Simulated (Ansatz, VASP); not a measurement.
# ZrC: VASP beside Ansatz

Contents of INCAR:

```
PREC = Accurate ; ENCUT = 600
EDIFF = 1E-6 ; ISMEAR = 0
SIGMA = 0.05 ; LREAL = F
LASPH = T ; NELM = 120
ALGO = Normal ; ISIF = 2
LWAVE = F ; LCHARG = T
GGA = PS ; LELF = T
LVHAR = T ; NBANDS = 15
GGA_COMPAT = F
```

Contents of KPOINTS:

```
Automatic mesh
0
Gamma
  8 8 8
```

The input POSCAR:

```
ZrC
1.0
    0.0000000000      2.3499395098      2.3499395098
    2.3499395098      0.0000000000      2.3499395098
    2.3499395098      2.3499395098      0.0000000000
Zr C
1 1
Direct
    0.5000000000      0.5000000000      0.5000000000
    0.0000000000      0.0000000000      0.0000000000
```

Input for Ansatz:

```yaml
crystal:
  lattice:
    - [0.0, 2.3499395098, 2.3499395098]
    - [2.3499395098, 0.0, 2.3499395098]
    - [2.3499395098, 2.3499395098, 0.0]
  atoms:
    - { symbol: Zr, position: [0.5, 0.5, 0.5] }
    - { symbol: C, position: [0.0, 0.0, 0.0] }
basis:
  ecutwfc: 420
  ecutrho_ratio: 4
kpoints:
  mp_grid: { grid: [8, 8, 8] }
hamiltonian:
  xc: pbesol
scf:
  occupations: { method: gaussian, width: 0.05 }
output:
  forces: true
  stress: true
  eigenvalues: true
```

Alike in both runs: task single point; functional PBEsol; k mesh 8 × 8 × 8; occupations gaussian, width 0.05 eV; no spin polarisation.

```csv
,VASP,Ansatz
version,VASP 6.6.1,Ansatz 0.2.0
potentials or method,"VASP PAW PBE potentials, release 64 (Zr_sv, C), cutoff 600 eV","scalar-relativistic, plane waves, PAW"
valence electrons in the cell,16,16
```

VASP gave:

* gap on the k mesh at the Fermi level (eV): none
* pressure (GPa): -4.2

Question: Estimate Ansatz's values.

Answer: gap on the k mesh at the Fermi level (eV): none; pressure (GPa): -4.5.

VASP's potentials were made for PBE, not for PBEsol. A gap of «none» marks a metal or a gap that the smearing closes. The functional is the same, so the differences come from potentials, cutoffs and numerics.
